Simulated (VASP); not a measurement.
# NaF (I4/mmm) in VASP: notebook

The runs below take NaF through single point, with PBE.

Everything below comes from runs of VASP 6.6.1. Logs are shortened: lines on timing, memory, paths and dates and some standing lists are left out, and cuts for length are marked.

**1. The cell of the first run**

It takes space group I4/mmm (No. 139, tetragonal). Conventional cell: a = 3.370 Å, b = 3.370 Å, c = 4.650 Å, α = 90.00°, β = 90.00°, γ = 90.00°. Within 3.1 Å of Na (site symmetry 4/mmm) lie 6 F at 2.32 to 2.38 Å. Within 3.1 Å of F (site symmetry 4/mmm) lie 6 Na at 2.32 to 2.38 Å.

**2. Single point, PBE**

Contents of INCAR:

```
SYSTEM = NaF
PREC = Accurate
ENCUT = 600
EDIFF = 1E-6
ISMEAR = 0
SIGMA = 0.1
LREAL = .False.
LASPH = .True.
NELM = 120
ALGO = Normal
ISIF = 2
LWAVE = .False.
LCHARG = .False.
GGA = PE
NBANDS = 22
GGA_COMPAT = .False.
```

Contents of KPOINTS:

```
regular mesh
0
Gamma
  6 6 4
  0 0 0
```

Contents of POSCAR:

```
NaF
1.0
    3.3700080452      0.0000000000      0.0000000000
    0.0000000000      3.3700080452      0.0000000000
    0.0000000000      0.0000000000      4.6498719733
Na F
2 2
Direct
    0.0000000000      0.0000000000      0.0000000000
    0.5000000000      0.5000000000      0.5000000000
    0.5000000000      0.5000000000      0.0000000000
    0.0000000000      0.0000000000      0.5000000000
```

Potentials or basis: VASP PAW PBE potentials, release 64 (Na_pv, F).

On the command line:

```bash
cat potpaw_PBE.64/Na_pv/POTCAR potpaw_PBE.64/F/POTCAR > POTCAR
mpirun -np 1 vasp_std > vasp.out
```

OUTCAR:

```text
SYSTEM = NaF
   PREC = Accurate
   ENCUT = 600
   EDIFF = 1E-6
   ISMEAR = 0
   LREAL = .False.
   LASPH = .True.
   NELM = 120
   ISIF = 2
   GGA = PE

 ion  position               nearest neighbor table
   1  0.000  0.000  0.000-   4 2.32   4 2.32
   2  0.500  0.500  0.500-   3 2.32   3 2.32
   3  0.500  0.500  0.000-   2 2.32   2 2.32
   4  0.000  0.000  0.500-   1 2.32   1 2.32

  LATTYP: Found a simple tetragonal cell.
 ALAT       =     3.3700080452
 C/A-ratio  =     1.3797806744

  Lattice vectors:

 A1 = (   3.3700080452,   0.0000000000,   0.0000000000)
 A2 = (   0.0000000000,   3.3700080452,   0.0000000000)
 A3 = (   0.0000000000,   0.0000000000,   4.6498719733)

Analysis of symmetry for initial positions (statically):
=====================================================================
 Subroutine PRICEL returns following result:

  LATTYP: Found a body centered tetragonal cell.
 ALAT       =     3.3700080452
 C/A-ratio  =     1.3797806744

  Lattice vectors:

 A1 = (  -1.6850040226,  -1.6850040226,  -2.3249359867)
 A2 = (   1.6850040226,   1.6850040226,  -2.3249359866)
 A3 = (   1.6850040226,  -1.6850040226,   2.3249359867)

   2 primitive cells build up your supercell.

 Routine SETGRP: Setting up the symmetry group for a
 simple tetragonal supercell.

 Subroutine GETGRP returns: Found 16 space group operations
 (whereof 16 operations were pure point group operations)
 out of a pool of 16 trial point group operations.

The static configuration has the point symmetry D_4h.

Analysis of symmetry for dynamics (positions and initial velocities):
=====================================================================
 Subroutine PRICEL returns following result:

  LATTYP: Found a body centered tetragonal cell.
 ALAT       =     3.3700080452
 C/A-ratio  =     1.3797806744

  Lattice vectors:

 A1 = (  -1.6850040226,  -1.6850040226,  -2.3249359867)
 A2 = (   1.6850040226,   1.6850040226,  -2.3249359866)
 A3 = (   1.6850040226,  -1.6850040226,   2.3249359867)

   2 primitive cells build up your supercell.

 Routine SETGRP: Setting up the symmetry group for a
 simple tetragonal supercell.

 Subroutine GETGRP returns: Found 16 space group operations
 (whereof 16 operations were pure point group operations)
 out of a pool of 16 trial point group operations.

The dynamic configuration has the point symmetry D_4h.

 Subroutine INISYM returns: Found 16 space group operations
 (whereof 16 operations are pure point group operations),
 and found     2 'primitive' translations

----------------------------------------------------------------------------------------

                                     Primitive cell

  volume of cell :      26.4042

  direct lattice vectors                    reciprocal lattice vectors
    -1.685004023 -1.685004023 -2.324935987     0.000000000 -0.296735197 -0.215059685
     1.685004023  1.685004023 -2.324935987     0.296735197  0.000000000 -0.215059685
     1.685004023 -1.685004023  2.324935987     0.296735197 -0.296735197  0.000000000

  length of vectors
     3.329234815  3.329234815  3.329234815     0.366472980  0.366472980  0.419646940

  position of ions in fractional coordinates (direct lattice)
     0.000000000  0.000000000  0.000000000
     0.500000000  0.500000000  0.000000000

  ion indices of the primitive-cell ions
   primitive index   ion index
                 1           1
                 2           4

----------------------------------------------------------------------------------------

 KPOINTS: regular mesh

Automatic generation of k-mesh.
 Grid dimensions read from file:
 generate k-points for:    6    6    4

 Generating k-lattice:

  Cartesian coordinates                     Fractional coordinates (reciprocal lattice)
     0.049455866  0.000000000  0.000000000     0.166666667  0.000000000  0.000000000
     0.000000000  0.049455866  0.000000000     0.000000000  0.166666667  0.000000000
     0.000000000  0.000000000  0.053764921     0.000000000  0.000000000  0.250000000

  Length of vectors
     0.049455866  0.049455866  0.053764921

  Shift w.r.t. Gamma in fractional coordinates (k-lattice)
     0.000000000  0.000000000  0.000000000

 Subroutine IBZKPT returns following result:
 ===========================================

 Found     30 irreducible k-points:

 Following reciprocal coordinates:
            Coordinates               Weight
  0.000000  0.000000  0.000000      1.000000
  0.166667  0.000000  0.000000      4.000000
  0.333333  0.000000  0.000000      4.000000
  0.500000  0.000000  0.000000      2.000000
  0.166667  0.166667  0.000000      4.000000
  0.333333  0.166667  0.000000      8.000000
[... 16 lines left out ...]
  0.333333  0.000000  0.500000      4.000000
  0.500000  0.000000  0.500000      2.000000
 [... further k-points ...]
   k-points           NKPTS =     30   k-points in BZ     NKDIM =     30   number of bands    NBANDS=     22
   number of dos      NEDOS =    301   number of ions     NIONS =      4
   total plane-waves  NPLWV =  31360
   dimension x,y,z NGX =    28 NGY =   28 NGZ =   40
   dimension x,y,z NGXF=    56 NGYF=   56 NGZF=   80
   ions per type =               2   2
   NGX,Y,Z   is equivalent  to a cutoff of  13.81, 13.81, 14.30 a.u.
   NGXF,Y,Z  is equivalent  to a cutoff of  27.63, 27.63, 28.60 a.u.
 SYSTEM =  NaF
   PREC   = accura    normal or accurate (medium, high low for compatibility)
   ISTART =      0    job   : 0-new  1-cont  2-samecut
   ICHARG =      2    charge: 1-file 2-atom 10-const
   ISPIN  =      1    spin polarized calculation?
   LNONCOLLINEAR =      F non collinear calculations
   LSORBIT =      F    spin-orbit coupling
   LASPH  =      T    aspherical Exc in radial PAW
   ENCUT  =  600.0 eV  44.10 Ry    6.64 a.u.   6.73  6.73  9.29*2*pi/ulx,y,z
   NELM   =    120;   NELMIN=  2; NELMDL= -5     # of ELM steps
   EDIFF  = 0.1E-05   stopping-criterion for ELM
   LREAL  =      F    real-space projection
   EDIFFG = 0.1E-04   stopping-criterion for IOM
   NSW    =      0    number of steps for IOM
   IBRION =     -1    ionic relax: 0-MD 1-quasi-New 2-CG
   NFREE  =      0    steps in history (QN), initial steepest desc. (CG)
   ISIF   =      2    stress and relaxation
   ISYM   =      2    0-nonsym 1-usesym 2-fastsym
   POTIM  = 0.5000    time-step for ionic-motion
   TEBEG  =    0.0;   TEEND  =   0.0 temperature during run
   PSTRESS=    0.0 pullay stress
   NELECT =      28.0000    total number of electrons
   NUPDOWN=      -1.0000    fix difference up-down
   EMIN   =  10.00;   EMAX   =-10.00  energy-range for DOS
   EFERMI =   0.00;   METHOD = LEGACY
   ISMEAR =     0;   SIGMA  =   0.10  broadening in eV -4-tet -1-fermi 0-gaus
   EFERMI_NEDOS =   21; number of points for ismear=-14 and -15
   IALGO  =     38    algorithm
   IMIX   =      4    mixing-type and parameters
     AMIX     =   0.40;   BMIX     =  1.00
     AMIX_MAG =   1.60;   BMIX_MAG =  1.00
  volume/ion in A,a.u.               =      13.20        89.09
  Fermi-wavevector in a.u.,A,eV,Ry     =   1.325033  2.503948 23.887902  1.755711
  Thomas-Fermi vector in A             =   2.454523
   LORBIT       =      0    0 simple, 1 ext, 2 COOP (PROOUT), +10 PAW based schemes
   GGA     = PE    functional components
   LHFCALC =     F    Hartree Fock is set to
   AEXX    =    0.0000 exact exchange contribution
   IVDW    =     0    specifies the selected vdW correction
   LEPSILON=     F    determine dielectric tensor
   LRPA    =     F    only Hartree local field effects (RPA)
 non-spin polarized calculation
 Gauss-broadening in eV      SIGMA  =   0.10
  energy-cutoff  :      600.00
  volume of cell :       52.81
 maximum number of plane-waves:      1783
 NGX is ok and might be reduce to    28
   NGX = 13   NGY = 13   NGZ = 19

 number of electron      28.0000004 magnetization

 Free energy of the ion-electron system (eV)
  ---------------------------------------------------
  ext. energy  EPLUGINS =         0.00000000
  ---------------------------------------------------
  free energy    TOTEN  =       -17.13678031 eV

  energy without entropy =      -17.13678031  energy(sigma->0) =      -17.13678031

 E-fermi :  -1.8590     XC(G=0):  -8.8736

 val. band max:       -2.3325951105   @ k =   0.0000   0.0000   0.0000
 cond. band min:       3.6564297896   @ k =   0.0000   0.0000   0.0000
 fundamental gap:      5.9890249001
 Fermi energy:        -1.8589637412

 k-point     1 :       0.0000    0.0000    0.0000
  band No.  band energies     occupation
      1     -21.5672      2.00000
      2     -21.5089      2.00000
      3     -21.5089      2.00000
      4     -21.4624      2.00000
      5     -21.4624      2.00000
      6     -21.4529      2.00000
[... 14 lines left out ...]
     21      16.3325      0.00000
     22      16.4799      0.00000

 k-point     2 :       0.1667    0.0000    0.0000
  band No.  band energies     occupation
      1     -21.7082      2.00000
      2     -21.6671      2.00000
      3     -21.5579      2.00000
      4     -21.5033      2.00000
      5     -21.4630      2.00000
      6     -21.4590      2.00000
[... 14 lines left out ...]
     21      16.3024      0.00000
     22      16.5284      0.00000

 k-point     3 :       0.3333    0.0000    0.0000
  band No.  band energies     occupation
      1     -21.8894      2.00000
      2     -21.8572      2.00000
      3     -21.5337      2.00000
      4     -21.4898      2.00000
      5     -21.4766      2.00000
      6     -21.4665      2.00000
[... 14 lines left out ...]
     21      16.7382      0.00000
     22      16.8317      0.00000
[... 476 lines left out ...]
 k-point    23 :       0.3333    0.0000    0.5000
  band No.  band energies     occupation
      1     -22.0553      2.00000
      2     -22.0553      2.00000
      3     -21.4779      2.00000
      4     -21.4779      2.00000
      5     -21.4682      2.00000
      6     -21.4682      2.00000
[... 14 lines left out ...]
     21      16.7330      0.00000
     22      16.7330      0.00000

 k-point    24 :       0.5000    0.0000    0.5000
  band No.  band energies     occupation
      1     -22.1064      2.00000
      2     -22.1064      2.00000
      3     -21.4754      2.00000
      4     -21.4754      2.00000
      5     -21.4648      2.00000
      6     -21.4648      2.00000
[... 14 lines left out ...]
     21      17.3677      0.00000
     22      17.3677      0.00000

 [... further k-points ...]

------------------------ aborting loop because EDIFF is reached ----------------------------------------

  FORCE on cell =-STRESS in cart. coord.  units (eV):
  Direction    XX          YY          ZZ          XY          YZ          ZX
  --------------------------------------------------------------------------------------
  -------------------------------------------------------------------------------------
  Total       -0.4671167     -0.4671167      0.0759361      0.0000000      0.0000000     -0.0000000
  in kB      -14.1720628    -14.1720628      2.3038584      0.0000000      0.0000000     -0.0000000
  external PRESSURE =      -8.6800891 kB  Pullay stress =       0.0000000 kB

 VOLUME and BASIS-vectors are now :
 -----------------------------------------------------------------------------
  energy-cutoff  :      600.00
  volume of cell :       52.81
      direct lattice vectors                 reciprocal lattice vectors
     3.370008045  0.000000000  0.000000000     0.296735197  0.000000000  0.000000000
     0.000000000  3.370008045  0.000000000     0.000000000  0.296735197  0.000000000
     0.000000000  0.000000000  4.649871973     0.000000000  0.000000000  0.215059685

 POSITION                                       TOTAL-FORCE (eV/Angst)
 -----------------------------------------------------------------------------------
      0.00000      0.00000      0.00000         0.000000      0.000000      0.000000
      1.68500      1.68500      2.32494         0.000000      0.000000      0.000000
      1.68500      1.68500      0.00000        -0.000000     -0.000000     -0.000000
      0.00000      0.00000      2.32494         0.000000      0.000000      0.000000
 -----------------------------------------------------------------------------------
    total drift:                                0.000000      0.000000      0.000000

  FREE ENERGIE OF THE ION-ELECTRON SYSTEM (eV)
  ---------------------------------------------------
  free  energy   TOTEN  =       -17.1367803065 eV

  energy  without entropy=      -17.1367803065  energy(sigma->0) =      -17.13678031
```

It took 24 s on 1 thread of Intel Xeon Platinum 8375C at 2.90GHz (Ice Lake), shared host; peak memory 0.18 GiB.

Results:

```yaml
Free_energy: -17.1368 eV
Pressure: -0.9 GPa
Band_gap_on_the_k_mesh: 5.99 eV
```

**3. Single point, PBE**

This run uses another cell than the first one, of 13.25 Å³/atom.

Contents of INCAR:

```
SYSTEM = NaF
PREC = Accurate ; ENCUT = 600
EDIFF = 1E-6 ; ISMEAR = 0
SIGMA = 0.02 ; LREAL = .False.
LASPH = .True. ; NELM = 120
ALGO = Normal ; ISIF = 2
LWAVE = .False. ; LCHARG = .False.
GGA = PE ; NBANDS = 22
GGA_COMPAT = .False.
```

Contents of KPOINTS:

```
regular mesh
0
Gamma
  8 8 6
  0 0 0
```

POSCAR: that of step 2 with these lines changed.

```diff
@@ -4,3 +4,3 @@
     0.0000000000      3.3700080452      0.0000000000
-    0.0000000000      0.0000000000      4.6498719733
+    0.0000000000      0.0000000000      4.6684219824
 Na F
```

Potentials or basis: VASP PAW PBE potentials, release 64 (Na_pv, F).

On the command line:

```bash
cat potpaw_PBE.64/Na_pv/POTCAR potpaw_PBE.64/F/POTCAR > POTCAR
mpirun -np 1 vasp_std > vasp.out
```

It took 46 s on 1 thread of Intel Xeon Platinum 8375C at 2.90GHz (Ice Lake), shared host; peak memory 0.21 GiB.

Results (log left out):

```yaml
Free_energy: -17.1373 eV
Pressure: -1.1 GPa
Band_gap_on_the_k_mesh: 5.97 eV
```

Stress tensor (GPa, compression positive):
```
-1.50  0.00  0.00
 0.00 -1.50  0.00
 0.00  0.00 -0.16
```

Levels at points of the mesh, in eV from the valence-band top:
```
           k point  band 10  band 11  band 12  band 13  band 14  band 15  band 16  band 17  band 18  band 19
(0.00, 0.00, 0.00)    -0.40    -0.40     0.00     0.00     0.00     5.97    12.82    12.96    13.05    18.48
(0.50, 0.00, 0.00)    -1.07    -0.51    -0.51    -0.23    -0.23     9.89     9.89    13.62    13.62    16.40
(0.50, 0.50, 0.00)    -1.19    -0.38    -0.38    -0.35    -0.35    12.55    12.55    12.96    12.96    13.15
(0.00, 0.00, 0.50)    -0.84    -0.21    -0.21    -0.21    -0.21     8.34     8.34    14.64    14.64    18.63
(0.50, 0.00, 0.50)    -1.46    -0.23    -0.23    -0.22    -0.22    10.40    10.40    11.93    11.93    19.24
(0.50, 0.50, 0.50)    -0.80    -0.80    -0.80    -0.54    -0.54    12.76    12.76    12.76    12.76    14.50
```

**4. Single point, PBE**

Contents of INCAR:

```
ALGO = Normal
EDIFF = 1E-6
ENCUT = 600
GGA = PE
GGA_COMPAT = False
ISIF = 2
ISMEAR = 0
LASPH = True
LCHARG = False
LREAL = False
LWAVE = False
NBANDS = 22
NELM = 120
PREC = Accurate
SIGMA = 0.02
```

Contents of KPOINTS:

```
k-points
0
Gamma
  8 8 6
```

POSCAR: that of step 3 with these lines changed.

```diff
@@ -4,3 +4,3 @@
     0.0000000000      3.3700080452      0.0000000000
-    0.0000000000      0.0000000000      4.6684219824
+    0.0000000000      0.0000000000      4.6498719733
 Na F
```

On the command line:

```bash
cat potpaw_PBE.64/Na_pv/POTCAR potpaw_PBE.64/F/POTCAR > POTCAR
mpirun -np 1 vasp_std > vasp.out
```

Run time: 48 s. Hardware: 1 thread of Intel Xeon Platinum 8375C at 2.90GHz (Ice Lake), shared host; peak memory 0.21 GiB.

The run converged. Its results:

* Free energy: -17.1368 eV
* Pressure: -0.9 GPa
* Band gap on the k mesh: 5.99 eV

Stress tensor (GPa, compression positive):
```
-1.42  0.00  0.00
 0.00 -1.42  0.00
 0.00  0.00  0.23
```

Levels at points of the mesh, in eV from the valence-band top:
| k point | band 11 | band 12 | band 13 | band 14 | band 15 | band 16 | band 17 | band 18 |
| --- | --- | --- | --- | --- | --- | --- | --- | --- |
| (0.00, 0.00, 0.00) | -0.40 | -0.01 | 0.00 | 0.00 | 5.99 | 12.89 | 12.95 | 13.10 |
| (0.50, 0.00, 0.00) | -0.52 | -0.52 | -0.23 | -0.23 | 9.91 | 9.91 | 13.67 | 13.67 |
| (0.50, 0.50, 0.00) | -0.38 | -0.38 | -0.35 | -0.35 | 12.56 | 12.56 | 12.99 | 12.99 |
| (0.00, 0.00, 0.50) | -0.21 | -0.21 | -0.21 | -0.21 | 8.37 | 8.37 | 14.64 | 14.64 |
| (0.50, 0.00, 0.50) | -0.24 | -0.24 | -0.22 | -0.22 | 10.42 | 10.42 | 11.96 | 11.96 |
| (0.50, 0.50, 0.50) | -0.80 | -0.80 | -0.55 | -0.55 | 12.78 | 12.78 | 12.78 | 12.78 |

A k mesh can miss the band edges.

(Continued in part 2 of 2.)
